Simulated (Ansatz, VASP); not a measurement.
**SnTe: VASP beside Ansatz**

INCAR

```
SYSTEM = SnTe
PREC     = Accurate       ! precision mode
ENCUT    = 520            ! plane-wave cutoff, eV
EDIFF    = 1E-7           ! SCF threshold, eV
ISMEAR   = -1             ! smearing method
SIGMA    = 0.1            ! smearing width, eV
LREAL    = .False.        ! projectors in reciprocal space
LASPH    = .True.         ! aspherical terms in the spheres
NELM     = 80             ! most SCF steps
ALGO     = Normal         ! electronic algorithm
ISIF     = 2              ! what is computed and relaxed
LWAVE    = .False.        ! write WAVECAR
LCHARG   = .True.         ! write CHGCAR
GGA      = CA             ! functional
LELF     = .True.         ! ELF
LVHAR    = .True.       
NBANDS   = 17             ! bands
```

File KPOINTS:

```
Automatic mesh
0
Gamma
  12 12 12
  0 0 0
```

File POSCAR:

```
SnTe
1.0
    0.0000000000      3.3509568181      3.3509568181
    3.3509568181      0.0000000000      3.3509568181
    3.3509568181      3.3509568181      0.0000000000
Sn Te
1 1
Direct
    0.0000000000      0.0000000000      0.0000000000
    0.2500000000      0.2500000000      0.2500000000
```

Input for Ansatz:

```yaml
crystal:
  lattice:
    - [0.0, 3.3509568181, 3.3509568181]
    - [3.3509568181, 0.0, 3.3509568181]
    - [3.3509568181, 3.3509568181, 0.0]
  atoms:
    - { symbol: Sn, position: [0.0, 0.0, 0.0] }
    - { symbol: Te, position: [0.25, 0.25, 0.25] }
kpoints:
  mp_grid: { grid: [12, 12, 12] }
scf:
  occupations: { method: fermi_dirac, width: 0.1 }
hamiltonian:
  xc: lda
  pseudopotentials: { kind: paw }
output:
  forces: true
  stress: true
  eigenvalues: true
  populations: true
```

Change from the starting cell: volume scaled by 0.88, PAW files.

Alike in both runs: task single point; functional LDA; k mesh 12 × 12 × 12; occupations fermi-dirac, width 0.1 eV; no spin polarisation.

|  | VASP | Ansatz |
| --- | --- | --- |
| version | VASP 6.6.1 | Ansatz 0.2.0 |
| potentials or method | VASP PAW LDA potentials, release 64 (Sn_d, Te) | PAW with Ansatz's default frozen-core files, scalar-relativistic |
| plane-wave cutoff (eV) | 520 | 420 |
| valence electrons in the cell | 20 | 30 |

```csv
,VASP,Ansatz,Ansatz less VASP
pressure (GPa),4.7,4.6,-0.06
```

LDA's correlation is that of Perdew and Zunger in VASP and of Perdew and Wang (1992) in Ansatz. VASP's potentials hold 20 valence electrons a cell and Ansatz's 30, so a difference there can come from the potentials and not from the codes.

Neither program's run includes spin-orbit coupling.
